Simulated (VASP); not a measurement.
# AlO2 (Cmcm) in VASP: a series of runs, part 2 of 3

VASP 6.6.1. Earlier steps stand in the parts before.

## 4. Single point, PBE

This run uses another cell than the first one, of 10.16 Å³/atom, 1.040 times its volume.

INCAR

```
ALGO = Normal ; EDIFF = 1E-6
ENCUT = 520 ; GGA = PE
ISIF = 2 ; ISMEAR = -1
LASPH = True ; LCHARG = False
LREAL = False ; LWAVE = False
NBANDS = 24 ; NELM = 100
PREC = Accurate ; SIGMA = 0.05
```

KPOINTS

```
k-points
0
Gamma
  9 9 7
```

POSCAR

```
AlO2
1.0
    1.5077453247     -5.4739310612      0.0000000000
    1.5077453247      5.4739310612      0.0000000000
    0.0000000000      0.0000000000      3.6945992399
Al O
2 4
Direct
    0.6681330000      0.3318670000      0.7500000000
    0.3318670000      0.6681330000      0.2500000000
    0.0610720000      0.9389280000      0.7500000000
    0.9389280000      0.0610720000      0.2500000000
    0.2941840000      0.7058160000      0.7500000000
    0.7058160000      0.2941840000      0.2500000000
```

Potentials or basis: VASP PAW PBE potentials, release 64 (Al, O).

Run with:

```sh
cat potpaw_PBE.64/Al/POTCAR potpaw_PBE.64/O/POTCAR > POTCAR
mpirun -np 1 vasp_std > vasp.out
```

OUTCAR:

```text
EDIFF = 1E-6
   ENCUT = 520
   GGA = PE
   ISIF = 2
   ISMEAR = -1
   LASPH = True
   LREAL = False
   NELM = 100
   PREC = Accurate

 ion  position               nearest neighbor table
   1  0.668  0.332  0.750-   6 1.89   6 1.89   3 1.91   3 1.91   5 2.04   5 2.04   2 2.98   2 2.98
                             2 2.98   2 2.98
   2  0.332  0.668  0.250-   5 1.89   5 1.89   4 1.91   4 1.91   6 2.04   6 2.04   1 2.98   1 2.98
                             1 2.98   1 2.98
   3  0.061  0.939  0.750-   1 1.91   1 1.91
   4  0.939  0.061  0.250-   2 1.91   2 1.91
   5  0.294  0.706  0.750-   2 1.89   2 1.89   1 2.04   1 2.04
   6  0.706  0.294  0.250-   1 1.89   1 1.89   2 2.04   2 2.04

  LATTYP: Found a base centered orthorhombic cell.
 ALAT       =     3.0154906494
 B/A-ratio  =     3.6305408954
 C/A-ratio  =     1.2252066643

  Lattice vectors:

 A1 = (   1.5077453247,  -5.4739310612,   0.0000000000)
 A2 = (   1.5077453247,   5.4739310612,   0.0000000000)
 A3 = (   0.0000000000,   0.0000000000,   3.6945992399)

Analysis of symmetry for initial positions (statically):
=====================================================================
 Subroutine PRICEL returns:
 Original cell was already a primitive cell.

 Routine SETGRP: Setting up the symmetry group for a
 base centered orthorhombic supercell.

 Subroutine GETGRP returns: Found  8 space group operations
 (whereof  4 operations were pure point group operations)
 out of a pool of  8 trial point group operations.

The static configuration has the point symmetry C_2h.
 The point group associated with its full space group is D_2h.

Analysis of symmetry for dynamics (positions and initial velocities):
=====================================================================
 Subroutine PRICEL returns:
 Original cell was already a primitive cell.

 Routine SETGRP: Setting up the symmetry group for a
 base centered orthorhombic supercell.

[... 128 lines left out ...]
   ISMEAR =    -1;   SIGMA  =   0.05  broadening in eV -4-tet -1-fermi 0-gaus
   EFERMI_NEDOS =   21; number of points for ismear=-14 and -15
   IALGO  =     38    algorithm
   IMIX   =      4    mixing-type and parameters
     AMIX     =   0.40;   BMIX     =  1.00
     AMIX_MAG =   1.60;   BMIX_MAG =  1.00
  volume/ion in A,a.u.               =      10.16        68.59
  Fermi-wavevector in a.u.,A,eV,Ry     =   1.292331  2.442151 22.723348  1.670119
  Thomas-Fermi vector in A             =   2.424045
   LORBIT       =      0    0 simple, 1 ext, 2 COOP (PROOUT), +10 PAW based schemes
   GGA     = PE    functional components
   LHFCALC =     F    Hartree Fock is set to
   AEXX    =    0.0000 exact exchange contribution
   IVDW    =     0    specifies the selected vdW correction
   LEPSILON=     F    determine dielectric tensor
   LRPA    =     F    only Hartree local field effects (RPA)
 non-spin polarized calculation
  energy-cutoff  :      520.00
  volume of cell :       60.99
 maximum number of plane-waves:      1666
   NGX = 21   NGY = 21   NGZ = 13

 number of electron      29.9999993 magnetization

 Free energy of the ion-electron system (eV)
  ---------------------------------------------------
  ext. energy  EPLUGINS =         0.00000000
  ---------------------------------------------------
  free energy    TOTEN  =       -39.54580298 eV

  energy without entropy =      -39.50494905  energy(sigma->0) =      -39.52537601

 E-fermi :   3.6582     XC(G=0): -10.6022

 val. band max:        3.6508505911   @ k =   0.2222   0.2222   0.4286
 cond. band min:       3.6632442139   @ k =   0.1111  -0.0000   0.0000
 fundamental gap:      0.0123936228
 Fermi energy:         3.6581738438

 k-point     1 :       0.0000    0.0000    0.0000
  band No.  band energies     occupation
      1     -15.5071      2.00000
      2     -13.5614      2.00000
      3     -12.9529      2.00000
      4     -12.6844      2.00000
      5      -2.1743      2.00000
      6      -0.6715      2.00000
[... 637 lines left out ...]
     23      17.4681      0.00000
     24      18.7532      0.00000

 [... further k-points ...]
[... 5 lines left out ...]
  --------------------------------------------------------------------------------------
  -------------------------------------------------------------------------------------
  Total       -3.2993680     -2.8007165     -2.7225673      0.0000000      0.0000000      0.0000000
  in kB      -86.6795601    -73.5792050    -71.5261012      0.0000000      0.0000000      0.0000000
  external PRESSURE =     -77.2616221 kB  Pullay stress =       0.0000000 kB

 VOLUME and BASIS-vectors are now :
 -----------------------------------------------------------------------------
  energy-cutoff  :      520.00
  volume of cell :       60.99
      direct lattice vectors                 reciprocal lattice vectors
     1.507745325 -5.473931061  0.000000000     0.331620992 -0.091342035  0.000000000
     1.507745325  5.473931061  0.000000000     0.331620992  0.091342035  0.000000000
     0.000000000  0.000000000  3.694599240     0.000000000  0.000000000  0.270665351

 POSITION                                       TOTAL-FORCE (eV/Angst)
 -----------------------------------------------------------------------------------
      1.50775     -1.84070      2.77095         0.000000      0.168537      0.000000
      1.50775      1.84070      0.92365         0.000000     -0.168537      0.000000
      1.50775      4.80532      2.77095         0.000000      0.356608     -0.000000
      1.50775     -4.80532      0.92365         0.000000     -0.356608     -0.000000
      1.50775      2.25325      2.77095         0.000000      0.105983      0.000000
      1.50775     -2.25325      0.92365         0.000000     -0.105983      0.000000
 -----------------------------------------------------------------------------------
    total drift:                               -0.000000     -0.000000     -0.000000

  FREE ENERGIE OF THE ION-ELECTRON SYSTEM (eV)
  ---------------------------------------------------
  free  energy   TOTEN  =       -39.5458029775 eV

  energy  without entropy=      -39.5049490524  energy(sigma->0) =      -39.52537601
```

OSZICAR:

```text
N       E                     dE             d eps       ncg     rms          rms(c)
DAV:   1     0.125188200190E+03    0.12519E+03   -0.15908E+04  4800   0.117E+03
DAV:   2    -0.352932411269E+02   -0.16048E+03   -0.15517E+03  6408   0.253E+02
DAV:   3    -0.428429274516E+02   -0.75497E+01   -0.74997E+01  6280   0.539E+01
DAV:   4    -0.429033859452E+02   -0.60458E-01   -0.60449E-01  5288   0.560E+00
DAV:   5    -0.429041750806E+02   -0.78914E-03   -0.78911E-03  6232   0.632E-01    0.120E+01
DAV:   6    -0.396064282308E+02    0.32977E+01   -0.11003E+01  5976   0.234E+01    0.477E+00
DAV:   7    -0.395716225072E+02    0.34806E-01   -0.17275E+00  5624   0.842E+00    0.281E+00
DAV:   8    -0.395328890594E+02    0.38733E-01   -0.19846E-01  6104   0.335E+00    0.148E+00
DAV:   9    -0.395450533216E+02   -0.12164E-01   -0.63691E-02  5944   0.201E+00    0.582E-01
DAV:  10    -0.395460681535E+02   -0.10148E-02   -0.27820E-02  5992   0.119E+00    0.262E-01
DAV:  11    -0.395456831141E+02    0.38504E-03   -0.43173E-03  5840   0.489E-01    0.736E-02
DAV:  12    -0.395458038556E+02   -0.12074E-03   -0.56094E-04  5312   0.165E-01    0.245E-02
DAV:  13    -0.395458034692E+02    0.38637E-06   -0.20148E-05  6424   0.306E-02    0.168E-02
DAV:  14    -0.395458038059E+02   -0.33665E-06   -0.15635E-05  5608   0.310E-02    0.709E-03
DAV:  15    -0.395458029775E+02    0.82833E-06   -0.47622E-06  4808   0.163E-02
   1 F= -.39545803E+02 E0= -.39525376E+02  d E =-.408539E-01
```

Run time: 2.2 min. Hardware: 1 thread of Intel Xeon Platinum 8559C (Emerald Rapids), shared host; peak memory 0.27 GiB.

Results:

```
Free energy            : -39.5458 eV
Pressure               : -7.7 GPa
Largest force          : 0.357 eV/Å
Band gap on the k mesh : zero (band 15 reaches 3.85 eV, above the bottom of band 16 at 3.47 eV)
```

Forces in eV/Å, atoms in the order of the input:
```
Al   0.000  0.169  0.000
Al   0.000 -0.169  0.000
O    0.000  0.357  0.000
O    0.000 -0.357  0.000
O    0.000  0.106  0.000
O    0.000 -0.106  0.000
```

Levels at points of the mesh, in eV from the Fermi level:
| k point | band 13 | band 14 | band 15 | band 16 | band 17 | band 18 |
| --- | --- | --- | --- | --- | --- | --- |
| (0.00, 0.00, 0.00) | -1.29 | -0.45 | 0.06 | 0.09 | 5.55 | 8.14 |

## 5. Single point, PBE

This run uses another cell than the first one, of 10.36 Å³/atom, 1.060 times its volume.

INCAR

```
PREC = Accurate
ENCUT = 520
EDIFF = 1E-7
ISMEAR = -1
SIGMA = 0.05
LREAL = False
LASPH = True
NELM = 100
ALGO = Normal
ISIF = 2
LWAVE = False
LCHARG = False
GGA = PE
NBANDS = 24
```

KPOINTS

```
regular mesh
0
Gamma
  9 9 7
```

POSCAR, as its differences from that of step 4:

```diff
@@ -2,5 +2,5 @@
 1.0
-    1.5077453247     -5.4739310612      0.0000000000
-    1.5077453247      5.4739310612      0.0000000000
-    0.0000000000      0.0000000000      3.6945992399
+    1.5173490570     -5.5087978042      0.0000000000
+    1.5173490570      5.5087978042      0.0000000000
+    0.0000000000      0.0000000000      3.7181323536
 Al O
```

Potentials or basis: VASP PAW PBE potentials, release 64 (Al, O).

Run with:

```sh
cat potpaw_PBE.64/Al/POTCAR potpaw_PBE.64/O/POTCAR > POTCAR
mpirun -np 1 vasp_std > vasp.out
```

OUTCAR:

```text
PREC = Accurate
   ENCUT = 520
   EDIFF = 1E-7
   ISMEAR = -1
   LREAL = False
   LASPH = True
   NELM = 100
   ISIF = 2
   GGA = PE

 ion  position               nearest neighbor table
   1  0.668  0.332  0.750-   6 1.90   6 1.90   3 1.92   3 1.92   5 2.06   5 2.06   2 3.00   2 3.00
                             2 3.00   2 3.00
   2  0.332  0.668  0.250-   5 1.90   5 1.90   4 1.92   4 1.92   6 2.06   6 2.06   1 3.00   1 3.00
                             1 3.00   1 3.00
   3  0.061  0.939  0.750-   1 1.92   1 1.92
   4  0.939  0.061  0.250-   2 1.92   2 1.92
   5  0.294  0.706  0.750-   2 1.90   2 1.90   1 2.06   1 2.06
   6  0.706  0.294  0.250-   1 1.90   1 1.90   2 2.06   2 2.06
[... 858 lines left out ...]
  Total       -4.5029137     -3.7458252     -3.9618462      0.0000000      0.0000000      0.0000000
  in kB     -116.0665377    -96.5519200   -102.1200506      0.0000000      0.0000000      0.0000000
  external PRESSURE =    -104.9128361 kB  Pullay stress =       0.0000000 kB

 VOLUME and BASIS-vectors are now :
 -----------------------------------------------------------------------------
  energy-cutoff  :      520.00
  volume of cell :       62.16
      direct lattice vectors                 reciprocal lattice vectors
     1.517349057 -5.508797804  0.000000000     0.329522069 -0.090763905  0.000000000
     1.517349057  5.508797804  0.000000000     0.329522069  0.090763905  0.000000000
     0.000000000  0.000000000  3.718132354     0.000000000  0.000000000  0.268952233

 POSITION                                       TOTAL-FORCE (eV/Angst)
 -----------------------------------------------------------------------------------
      1.51735     -1.85242      2.78860         0.000000      0.148792      0.000000
      1.51735      1.85242      0.92953         0.000000     -0.148792      0.000000
      1.51735      4.83593      2.78860         0.000000      0.201194     -0.000000
      1.51735     -4.83593      0.92953         0.000000     -0.201194     -0.000000
      1.51735      2.26760      2.78860         0.000000      0.186960     -0.000000
      1.51735     -2.26760      0.92953         0.000000     -0.186960      0.000000
 -----------------------------------------------------------------------------------
    total drift:                               -0.000000     -0.000000     -0.000000

  FREE ENERGIE OF THE ION-ELECTRON SYSTEM (eV)
  ---------------------------------------------------
  free  energy   TOTEN  =       -39.4807085275 eV

  energy  without entropy=      -39.4391924589  energy(sigma->0) =      -39.45995049
```

OSZICAR:

```text
N       E                     dE             d eps       ncg     rms          rms(c)
DAV:   1     0.126124140169E+03    0.12612E+03   -0.15834E+04  4808   0.117E+03
DAV:   2    -0.352525912462E+02   -0.16138E+03   -0.15609E+03  6352   0.254E+02
DAV:   3    -0.427541455451E+02   -0.75016E+01   -0.74468E+01  6312   0.537E+01
DAV:   4    -0.428146598903E+02   -0.60514E-01   -0.60503E-01  5216   0.559E+00
DAV:   5    -0.428154541872E+02   -0.79430E-03   -0.79427E-03  6216   0.633E-01    0.119E+01
DAV:   6    -0.395509635478E+02    0.32645E+01   -0.11099E+01  5944   0.233E+01    0.483E+00
DAV:   7    -0.395176165914E+02    0.33347E-01   -0.20245E+00  5760   0.884E+00    0.289E+00
DAV:   8    -0.394679727542E+02    0.49644E-01   -0.21310E-01  6096   0.352E+00    0.153E+00
DAV:   9    -0.394810606568E+02   -0.13088E-01   -0.83860E-02  6088   0.226E+00    0.660E-01
DAV:  10    -0.394812022342E+02   -0.14158E-03   -0.41120E-02  6048   0.142E+00    0.290E-01
DAV:  11    -0.394805562501E+02    0.64598E-03   -0.59044E-03  5896   0.568E-01    0.792E-02
DAV:  12    -0.394807114275E+02   -0.15518E-03   -0.70941E-04  5248   0.185E-01    0.313E-02
DAV:  13    -0.394807083612E+02    0.30663E-05   -0.18331E-05  6472   0.294E-02    0.238E-02
DAV:  14    -0.394807157687E+02   -0.74076E-05   -0.17080E-05  5408   0.310E-02    0.220E-02
DAV:  15    -0.394807080821E+02    0.76866E-05   -0.26577E-05  6048   0.362E-02    0.670E-03
DAV:  16    -0.394807085219E+02   -0.43978E-06   -0.22153E-06  5368   0.101E-02    0.401E-03
DAV:  17    -0.394807085275E+02   -0.56141E-08   -0.56179E-08  4200   0.178E-03
   1 F= -.39480709E+02 E0= -.39459950E+02  d E =-.415161E-01
```

Run time: 2.8 min. Hardware: 1 thread of Intel Xeon Platinum 8559C (Emerald Rapids), shared host; peak memory 0.27 GiB.

What came out:

```
Free energy            : -39.4807 eV
Pressure               : -10.5 GPa
Largest force          : 0.201 eV/Å
Band gap on the k mesh : zero (band 15 reaches 3.65 eV, above the bottom of band 16 at 3.27 eV)
```

Forces on the atoms (eV/Å):
```
Al   0.000  0.149  0.000
Al   0.000 -0.149  0.000
O    0.000  0.201  0.000
O    0.000 -0.201  0.000
O    0.000  0.187  0.000
O    0.000 -0.187  0.000
```

Stress tensor (GPa, compression positive):
```
-11.61   0.00   0.00
  0.00  -9.66   0.00
  0.00   0.00 -10.21
```

(Continued in part 3 of 3.)
